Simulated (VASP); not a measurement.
# Si4B (P6/mmm) in VASP: notebook, part 2 of 3

VASP 6.6.1.

### 4 Relaxation of cell and atoms, PBE

INCAR

```
SYSTEM = Si4B
PREC = Accurate
ENCUT = 600
EDIFF = 1E-7
ISMEAR = 0
SIGMA = 0.1
LREAL = .False.
LASPH = .True.
NELM = 80
ALGO = Normal
ISIF = 3
LWAVE = .False.
LCHARG = .False.
GGA = PE
IBRION = 2
NSW = 90
EDIFFG = -0.04
```

KPOINTS

```
regular mesh
0
Gamma
  6 6 4
  0 0 0
```

POSCAR

```
Si4B
1.0
    4.3393011200      0.0000000000      0.0000000000
   -2.1696505600      3.7579450100      0.0000000000
    0.0000000000      0.0000000000      5.0087537800
Si B
4 1
Direct
    0.5000000000      0.0000000000      0.0000000000
    0.0000000000      0.5000000000      0.0000000000
    0.5000000000      0.5000000000      0.0000000000
    0.0000000000      0.0000000000      0.0000000000
    0.0000000000      0.0000000000      0.5000000000
```

Potentials or basis: VASP PAW PBE potentials, release 64 (Si, B).

Started as:

```console
cat potpaw_PBE.64/Si/POTCAR potpaw_PBE.64/B/POTCAR > POTCAR
mpirun -np 1 vasp_std > vasp.out
```

OUTCAR:

```text
SYSTEM = Si4B
   PREC = Accurate
   ENCUT = 600
   EDIFF = 1E-7
   ISMEAR = 0
   LREAL = .False.
   LASPH = .True.
   NELM = 80
   ISIF = 3
   GGA = PE
   IBRION = 2
   NSW = 90
   EDIFFG = -0.04

 ion  position               nearest neighbor table
   1  0.500  0.000  0.000-   4 2.17   4 2.17   2 2.17   3 2.17   3 2.17   2 2.17
   2  0.000  0.500  0.000-   3 2.17   3 2.17   4 2.17   4 2.17   1 2.17   1 2.17
   3  0.500  0.500  0.000-   2 2.17   2 2.17   4 2.17   1 2.17   1 2.17   4 2.17
   4  0.000  0.000  0.000-   1 2.17   1 2.17   3 2.17   2 2.17   2 2.17   3 2.17   5 2.50   5 2.50

   5  0.000  0.000  0.500-   4 2.50   4 2.50

  LATTYP: Found a hexagonal cell.
 ALAT       =     4.3393011200
 C/A-ratio  =     1.1542766085

  Lattice vectors:

 A1 = (   4.3393011200,   0.0000000000,   0.0000000000)
 A2 = (  -2.1696505600,   3.7579450100,   0.0000000000)
 A3 = (   0.0000000000,   0.0000000000,   5.0087537800)

Analysis of symmetry for initial positions (statically):
=====================================================================
 Subroutine PRICEL returns:
 Original cell was already a primitive cell.

 Routine SETGRP: Setting up the symmetry group for a
[... 151 lines left out ...]
   LEPSILON=     F    determine dielectric tensor
   LRPA    =     F    only Hartree local field effects (RPA)
 conjugate gradient relaxation of ions
 non-spin polarized calculation
 Gauss-broadening in eV      SIGMA  =   0.10
  energy-cutoff  :      600.00
  volume of cell :       81.68
 maximum number of plane-waves:      2756
 NGX is ok and might be reduce to    36
   NGX = 17   NGY = 17   NGZ = 21

--------------------------------------- Ionic step        1  -------------------------------------------

 number of electron      19.0000001 magnetization

 Free energy of the ion-electron system (eV)
  ---------------------------------------------------
  ext. energy  EPLUGINS =         0.00000000
  ---------------------------------------------------
  free energy    TOTEN  =       -17.49973876 eV

  energy without entropy =      -17.48033343  energy(sigma->0) =      -17.49003609

------------------------ aborting loop because EDIFF is reached ----------------------------------------

  FORCE on cell =-STRESS in cart. coord.  units (eV):
  Direction    XX          YY          ZZ          XY          YZ          ZX
  --------------------------------------------------------------------------------------
  -------------------------------------------------------------------------------------
  Total       31.4359570     31.4359571     -8.0342704      0.0000000     -0.0000000      0.0000000
  in kB      616.6480698    616.6480715   -157.6003342      0.0000000     -0.0000000      0.0000000
  external PRESSURE =     358.5652690 kB  Pullay stress =       0.0000000 kB
[... 985 lines left out ...]
--------------------------------------- Ionic step        9  -------------------------------------------

 number of electron      18.9999998 magnetization

 Free energy of the ion-electron system (eV)
  ---------------------------------------------------
  ext. energy  EPLUGINS =         0.00000000
  ---------------------------------------------------
  free energy    TOTEN  =       -22.89114232 eV

  energy without entropy =      -22.88142513  energy(sigma->0) =      -22.88628373

 E-fermi :   6.1821     XC(G=0):  -9.8058

 val. band max:        6.1756724533   @ k =   0.3333  -0.0000   0.0000
 cond. band min:       6.2338315515   @ k =   0.5000  -0.0000   0.5000
 fundamental gap:      0.0581590982
 Fermi energy:         6.1821077754
[... 366 lines left out ...]
  FREE ENERGIE OF THE ION-ELECTRON SYSTEM (eV)
  ---------------------------------------------------
  free  energy   TOTEN  =       -22.8911423194 eV

  energy  without entropy=      -22.8814251311  energy(sigma->0) =      -22.88628373

 reached required accuracy - stopping structural energy minimisation
```

It took 7.1 min on 1 thread of Oxide Virtual Turin-like, shared host; peak memory 0.19 GiB.

What came out:

```
Free energy                            : -22.8911 eV
Relaxed volume                         : 17.33 Å³/atom
Relaxed cell                           : a = 5.077 Å, b = 5.077 Å, c = 3.881 Å, α = 90.00°, β = 90.00°, γ = 120.00°
Space group after relaxing (to 0.05 Å) : P6/mmm (No. 191)
Energy gained by relaxing              : 1078.3 meV/atom
Ionic steps                            : 9
Pressure after relaxing                : -0.2 GPa
```

Stress tensor (GPa, compression positive):
```
-0.16  0.00  0.00
 0.00 -0.16  0.00
 0.00  0.00 -0.25
```

Step by step:
| step | energy change (eV) | largest force (eV/Å) | pressure (GPa) | volume (Å³) |
| --- | --- | --- | --- | --- |
| 1 | 0.0000 | 0.0000 | 35.86 | 81.68 |
| 2 | -3.1976 | 0.0000 | -11.31 | 127.98 |
| 3 | -3.9984 | 0.0000 | -5.33 | 106.15 |
| 4 | -4.6638 | 0.0000 | -5.60 | 98.24 |
| 5 | -5.1208 | 0.0000 | 9.99 | 78.67 |
| 6 | -5.3833 | 0.0000 | -0.47 | 86.96 |
| 7 | -5.3901 | 0.0000 | 0.66 | 85.70 |
| 8 | -5.3903 | 0.0000 | 0.28 | 86.11 |
| 9 | -5.3914 | 0.0000 | -0.19 | 86.63 |

Final structure:
```
Si B
1.0
     5.07729    0.00000    0.00000
    -2.53865    4.39706    0.00000
     0.00000    0.00000    3.88058
Si B
4 1
Direct
  0.50000 0.00000 0.00000
  0.00000 0.50000 0.00000
  0.50000 0.50000 0.00000
  0.00000 0.00000 0.00000
  0.00000 0.00000 0.50000
```

### 5 Single point, PBE

This run uses another cell than the first one, of 17.28 Å³/atom, 1.058 times its volume.

INCAR

```
SYSTEM = Si4B
ALGO = Normal
EDIFF = 1E-6
ENCUT = 520
GGA = PE
ISIF = 2
ISMEAR = 0
LASPH = .TRUE.
LCHARG = .FALSE.
LREAL = .FALSE.
LWAVE = .FALSE.
NBANDS = 18
NELM = 100
PREC = Accurate
SIGMA = 0.1
```

KPOINTS

```
k-points
0
G
  12 12 10
  0 0 0
```

Changes to POSCAR since step 4:

```diff
@@ -2,5 +2,5 @@
 1.0
-    4.3393011200      0.0000000000      0.0000000000
-   -2.1696505600      3.7579450100      0.0000000000
-    0.0000000000      0.0000000000      5.0087537800
+    5.0918510114      0.0000000000      0.0000000000
+   -2.5459255057      4.4096723282      0.0000000000
+    0.0000000000      0.0000000000      3.8483606238
 Si B
```

Potentials or basis: VASP PAW PBE potentials, release 64 (Si, B).

Started as:

```console
cat potpaw_PBE.64/Si/POTCAR potpaw_PBE.64/B/POTCAR > POTCAR
mpirun -np 1 vasp_std > vasp.out
```

OUTCAR:

```text
SYSTEM = Si4B
   EDIFF = 1E-6
   ENCUT = 520
   GGA = PE
   ISIF = 2
   ISMEAR = 0
   LASPH = .TRUE.
   LREAL = .FALSE.
   NELM = 100
   PREC = Accurate

 ion  position               nearest neighbor table
   1  0.500  0.000  0.000-   4 2.55   4 2.55   2 2.55   3 2.55   3 2.55   2 2.55
   2  0.000  0.500  0.000-   3 2.55   3 2.55   4 2.55   4 2.55   1 2.55   1 2.55
   3  0.500  0.500  0.000-   2 2.55   2 2.55   4 2.55   1 2.55   1 2.55   4 2.55
   4  0.000  0.000  0.000-   5 1.92   5 1.92   1 2.55   1 2.55   3 2.55   2 2.55   2 2.55   3 2.55

   5  0.000  0.000  0.500-   4 1.92   4 1.92

  LATTYP: Found a hexagonal cell.
 ALAT       =     5.0918510114
 C/A-ratio  =     0.7557881437

  Lattice vectors:

 A1 = (   5.0918510114,   0.0000000000,   0.0000000000)
 A2 = (  -2.5459255057,   4.4096723282,   0.0000000000)
 A3 = (   0.0000000000,   0.0000000000,   3.8483606238)

Analysis of symmetry for initial positions (statically):
=====================================================================
 Subroutine PRICEL returns:
 Original cell was already a primitive cell.

 Routine SETGRP: Setting up the symmetry group for a
 hexagonal supercell.

 Subroutine GETGRP returns: Found 24 space group operations
 (whereof 24 operations were pure point group operations)
 out of a pool of 24 trial point group operations.

The static configuration has the point symmetry D_6h.

Analysis of symmetry for dynamics (positions and initial velocities):
=====================================================================
 Subroutine PRICEL returns:
 Original cell was already a primitive cell.

 Routine SETGRP: Setting up the symmetry group for a
 hexagonal supercell.

 Subroutine GETGRP returns: Found 24 space group operations
 (whereof 24 operations were pure point group operations)
 out of a pool of 24 trial point group operations.

The dynamic configuration has the point symmetry D_6h.

 Subroutine INISYM returns: Found 24 space group operations
 (whereof 24 operations are pure point group operations),
 and found     1 'primitive' translations

----------------------------------------------------------------------------------------

                                     Primitive cell

  volume of cell :      86.4088

  direct lattice vectors                    reciprocal lattice vectors
     5.091851011  0.000000000  0.000000000     0.196392235  0.113387110  0.000000000
    -2.545925506  4.409672328  0.000000000     0.000000000  0.226774219  0.000000000
     0.000000000  0.000000000  3.848360624     0.000000000  0.000000000  0.259850907

  length of vectors
     5.091851011  5.091851011  3.848360624     0.226774219  0.226774219  0.259850907

  position of ions in fractional coordinates (direct lattice)
     0.500000000  0.000000000  0.000000000
     0.000000000  0.500000000  0.000000000
     0.500000000  0.500000000  0.000000000
     0.000000000  0.000000000  0.000000000
     0.000000000  0.000000000  0.500000000

  ion indices of the primitive-cell ions
   primitive index   ion index
                 1           1
                 2           2
                 3           3
                 4           4
                 5           5

----------------------------------------------------------------------------------------

 KPOINTS: k-points

Automatic generation of k-mesh.
 Grid dimensions read from file:
 generate k-points for:   12   12   10

 Generating k-lattice:

  Cartesian coordinates                     Fractional coordinates (reciprocal lattice)
     0.016366020  0.009448926  0.000000000     0.083333333 -0.000000000  0.000000000
     0.000000000  0.018897852  0.000000000     0.000000000  0.083333333  0.000000000
     0.000000000  0.000000000  0.025985091     0.000000000  0.000000000  0.100000000

  Length of vectors
     0.018897852  0.018897852  0.025985091

  Shift w.r.t. Gamma in fractional coordinates (k-lattice)
     0.000000000  0.000000000  0.000000000

 Subroutine IBZKPT returns following result:
 ===========================================

 Found    114 irreducible k-points:

 Following reciprocal coordinates:
            Coordinates               Weight
  0.000000  0.000000  0.000000      1.000000
  0.083333  0.000000  0.000000      6.000000
  0.166667  0.000000  0.000000      6.000000
  0.250000  0.000000  0.000000      6.000000
  0.333333 -0.000000  0.000000      6.000000
  0.416667  0.000000  0.000000      6.000000
[... 16 lines left out ...]
  0.250000  0.000000  0.100000     12.000000
  0.333333 -0.000000  0.100000     12.000000
 [... further k-points ...]
   k-points           NKPTS =    114   k-points in BZ     NKDIM =    114   number of bands    NBANDS=     18
   number of dos      NEDOS =    301   number of ions     NIONS =      5
   total plane-waves  NPLWV =  48000
   dimension x,y,z NGX =    40 NGY =   40 NGZ =   30
   dimension x,y,z NGXF=    80 NGYF=   80 NGZF=   60
   ions per type =               4   1
   NGX,Y,Z   is equivalent  to a cutoff of  13.06, 13.06, 12.96 a.u.
   NGXF,Y,Z  is equivalent  to a cutoff of  26.12, 26.12, 25.92 a.u.
 SYSTEM =  Si4B
   PREC   = accura    normal or accurate (medium, high low for compatibility)
   ISTART =      0    job   : 0-new  1-cont  2-samecut
   ICHARG =      2    charge: 1-file 2-atom 10-const
   ISPIN  =      1    spin polarized calculation?
   LNONCOLLINEAR =      F non collinear calculations
   LSORBIT =      F    spin-orbit coupling
   LASPH  =      T    aspherical Exc in radial PAW
   ENCUT  =  520.0 eV  38.22 Ry    6.18 a.u.   9.47  9.47  7.16*2*pi/ulx,y,z
   NELM   =    100;   NELMIN=  2; NELMDL= -5     # of ELM steps
   EDIFF  = 0.1E-05   stopping-criterion for ELM
   LREAL  =      F    real-space projection
   EDIFFG = 0.1E-04   stopping-criterion for IOM
   NSW    =      0    number of steps for IOM
   IBRION =     -1    ionic relax: 0-MD 1-quasi-New 2-CG
   NFREE  =      0    steps in history (QN), initial steepest desc. (CG)
   ISIF   =      2    stress and relaxation
   ISYM   =      2    0-nonsym 1-usesym 2-fastsym
   POTIM  = 0.5000    time-step for ionic-motion
   TEBEG  =    0.0;   TEEND  =   0.0 temperature during run
   PSTRESS=    0.0 pullay stress
   NELECT =      19.0000    total number of electrons
   NUPDOWN=      -1.0000    fix difference up-down
   EMIN   =  10.00;   EMAX   =-10.00  energy-range for DOS
   EFERMI =   0.00;   METHOD = LEGACY
   ISMEAR =     0;   SIGMA  =   0.10  broadening in eV -4-tet -1-fermi 0-gaus
   EFERMI_NEDOS =   21; number of points for ismear=-14 and -15
   IALGO  =     38    algorithm
   IMIX   =      4    mixing-type and parameters
     AMIX     =   0.40;   BMIX     =  1.00
     AMIX_MAG =   1.60;   BMIX_MAG =  1.00
  volume/ion in A,a.u.               =      17.28       116.62
  Fermi-wavevector in a.u.,A,eV,Ry     =   0.988113  1.867264 13.284294  0.976368
  Thomas-Fermi vector in A             =   2.119616
   LORBIT       =      0    0 simple, 1 ext, 2 COOP (PROOUT), +10 PAW based schemes
   GGA     = PE    functional components
   LHFCALC =     F    Hartree Fock is set to
   AEXX    =    0.0000 exact exchange contribution
   IVDW    =     0    specifies the selected vdW correction
   LEPSILON=     F    determine dielectric tensor
   LRPA    =     F    only Hartree local field effects (RPA)
 non-spin polarized calculation
 Gauss-broadening in eV      SIGMA  =   0.10
  energy-cutoff  :      520.00
  volume of cell :       86.41
 maximum number of plane-waves:      2372
 NGX is ok and might be reduce to    40
   NGX = 19   NGY = 19   NGZ = 15

 number of electron      19.0000001 magnetization

 Free energy of the ion-electron system (eV)
  ---------------------------------------------------
  ext. energy  EPLUGINS =         0.00000000
  ---------------------------------------------------
  free energy    TOTEN  =       -22.91681560 eV

  energy without entropy =      -22.90206250  energy(sigma->0) =      -22.90943905

 E-fermi :   6.1559     XC(G=0):  -9.8307

 val. band max:        6.1545040697   @ k =   0.2500   0.0833   0.1000
 cond. band min:       6.1690241321   @ k =   0.2500   0.1667   0.2000
 fundamental gap:      0.0145200624
 Fermi energy:         6.1559350241

 k-point     1 :       0.0000    0.0000    0.0000
  band No.  band energies     occupation
      1      -6.9773      2.00000
      2      -1.1789      2.00000
      3       0.1258      2.00000
      4       0.1258      2.00000
      5       0.7565      2.00000
      6       1.0984      2.00000
[... 481 lines left out ...]
      5       1.2351      2.00000
      6       2.8302      2.00000
[... 10 lines left out ...]
     17      12.3068      0.00000
     18      13.1757      0.00000

 [... further k-points ...]
[... 5 lines left out ...]
  --------------------------------------------------------------------------------------
  -------------------------------------------------------------------------------------
  Total       -0.0316909     -0.0316909     -0.0256188      0.0000000      0.0000000      0.0000000
  in kB       -0.5876074     -0.5876074     -0.4750191      0.0000000      0.0000000      0.0000000
  external PRESSURE =      -0.5500779 kB  Pullay stress =       0.0000000 kB

 VOLUME and BASIS-vectors are now :
 -----------------------------------------------------------------------------
  energy-cutoff  :      520.00
  volume of cell :       86.41
      direct lattice vectors                 reciprocal lattice vectors
     5.091851011  0.000000000  0.000000000     0.196392235  0.113387110  0.000000000
    -2.545925506  4.409672328  0.000000000     0.000000000  0.226774219  0.000000000
     0.000000000  0.000000000  3.848360624     0.000000000  0.000000000  0.259850907

 POSITION                                       TOTAL-FORCE (eV/Angst)
 -----------------------------------------------------------------------------------
      2.54593      0.00000      0.00000         0.000000      0.000000      0.000000
     -1.27296      2.20484      0.00000         0.000000      0.000000      0.000000
      1.27296      2.20484      0.00000        -0.000000      0.000000      0.000000
      0.00000      0.00000      0.00000         0.000000      0.000000      0.000000
      0.00000      0.00000      1.92418        -0.000000      0.000000      0.000000
 -----------------------------------------------------------------------------------
    total drift:                                0.000000     -0.000000     -0.000000

  FREE ENERGIE OF THE ION-ELECTRON SYSTEM (eV)
  ---------------------------------------------------
  free  energy   TOTEN  =       -22.9168156030 eV

  energy  without entropy=      -22.9020625015  energy(sigma->0) =      -22.90943905
```

OSZICAR:

```text
N       E                     dE             d eps       ncg     rms          rms(c)
DAV:   1     0.313013582365E+02    0.31301E+02   -0.70959E+03  4104   0.832E+02
DAV:   2    -0.216472506128E+02   -0.52949E+02   -0.50326E+02  5522   0.132E+02
DAV:   3    -0.239267950355E+02   -0.22795E+01   -0.22316E+01  5180   0.240E+01
DAV:   4    -0.239526037776E+02   -0.25809E-01   -0.25782E-01  5284   0.312E+00
DAV:   5    -0.239529954182E+02   -0.39164E-03   -0.39158E-03  5240   0.371E-01    0.757E+00
DAV:   6    -0.230496436452E+02    0.90335E+00   -0.26968E+00  4616   0.766E+00    0.413E+00
DAV:   7    -0.229522742794E+02    0.97369E-01   -0.40363E-01  4610   0.310E+00    0.228E+00
DAV:   8    -0.229176681386E+02    0.34606E-01   -0.94090E-02  5140   0.138E+00    0.278E-01
DAV:   9    -0.229169474756E+02    0.72066E-03   -0.75526E-03  4792   0.450E-01    0.165E-01
DAV:  10    -0.229168234163E+02    0.12406E-03   -0.91077E-04  4836   0.144E-01    0.704E-02
DAV:  11    -0.229168166415E+02    0.67748E-05   -0.93276E-05  4896   0.516E-02    0.334E-02
DAV:  12    -0.229168162732E+02    0.36831E-06   -0.11287E-05  5348   0.176E-02    0.831E-03
DAV:  13    -0.229168156030E+02    0.67016E-06   -0.33389E-06  4556   0.851E-03
   1 F= -.22916816E+02 E0= -.22909439E+02  d E =-.147531E-01
```

Wall time 3.8 min (1 thread of Oxide Virtual Turin-like, shared host); peak memory 0.26 GiB.

What came out:

```yaml
Free_energy: -22.9168 eV
Pressure: -0.1 GPa
```

(Continued in part 3 of 3.)
